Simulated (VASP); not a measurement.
Y:

```
Y
1.0
     3.65710    0.00000    0.00000
    -1.82855    3.16715    0.00000
     0.00000    0.00000    5.67407
Y
2
Direct
  0.33333 0.66667 0.25000
  0.66667 0.33333 0.75000
```

```yaml
Program: VASP 6.6.1
Task: relaxation of cell and atoms
Functional: LDA
Potentials_or_basis: VASP PAW LDA potentials, release 64 (Y_sv)
Cutoff: 600 eV
k_mesh: 15 × 15 × 8
Occupations: gaussian, width 0.1 eV
Spin: no spin polarisation
```

At the start: pressure -3.8 GPa; volume 32.86 Å³/atom.

Question: How do energy, volume and symmetry change on relaxing?

Answer: Over 10 steps the energy falls by 37.8 meV/atom and the volume is 29.83 Å³/atom (-9.2 %); space group P6_3/mmc (No. 194, to 0.1 Å) before and after.

The path:
```tsv
step	energy change (eV)	largest force (eV/Å)	pressure (GPa)	volume (Å³)
1	0.0000	0.0000	-3.76	65.72
2	-0.0730	0.0000	0.81	58.65
3	-0.0755	0.0000	0.00	59.67
4	-0.0755	0.0000	-0.15	59.79
5	-0.0755	0.0000	-0.07	59.77
6	-0.0756	0.0000	-0.07	59.76
7	-0.0756	0.0000	0.08	59.64
8	-0.0756	0.0000	-0.02	59.67
9	-0.0756	0.0000	-0.03	59.67
10	-0.0756	0.0000	-0.01	59.65
```

Final structure:
```yaml
crystal:
  lattice:
    - [3.53893, 0.00000, 0.00000]
    - [-1.76947, 3.06481, 0.00000]
    - [0.00000, 0.00000, 5.49986]
  atoms:
    - { symbol: Y, position: [0.33333, 0.66667, 0.25000] }
    - { symbol: Y, position: [0.66667, 0.33333, 0.75000] }
```
